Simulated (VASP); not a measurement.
**Cr: single point with PBE**

Crystal: Cr.

```
Cr
1.0
    -1.42422    1.42422    1.42422
     1.42422   -1.42422    1.42422
     1.42422    1.42422   -1.42422
Cr
1
Direct
  0.00000 0.00000 0.00000
```

| Quantity | Value |
| --- | --- |
| Program | VASP 6.6.1 |
| Task | single point |
| Functional | PBE |
| Potentials or basis | VASP PAW PBE potentials, release 64 (Cr_pv) |
| Cutoff | 520 eV |
| k mesh | 21 × 21 × 21 |
| Occupations | fermi-dirac, width 0.05 eV |
| Spin | collinear spin, ferromagnetic start |
| Starting moments | [2.0] μB |

| Quantity | Value |
| --- | --- |
| Pressure | -0.5 GPa |
| Band gap on the k mesh | zero (filled and empty bands overlap) |
| Net moment | 0.00 μB per cell |
| Valence electrons inside the program's atomic spheres | Cr 11.06 |

Levels at points of the mesh, in eV from the Fermi level:
Spin up:
```csv
k point,band 4,band 5,band 6,band 7,band 8,band 9
"(0.00, 0.00, 0.00)",-7.87,-0.93,-0.93,-0.93,1.12,1.12
```
Spin down:
```
           k point  band 4  band 5  band 6  band 7  band 8  band 9
(0.00, 0.00, 0.00)   -7.87   -0.93   -0.93   -0.93    1.12    1.12
```

It took 2.6 min on 1 thread of AMD EPYC 7571, with other jobs on the host, peak memory 0.15 GiB.
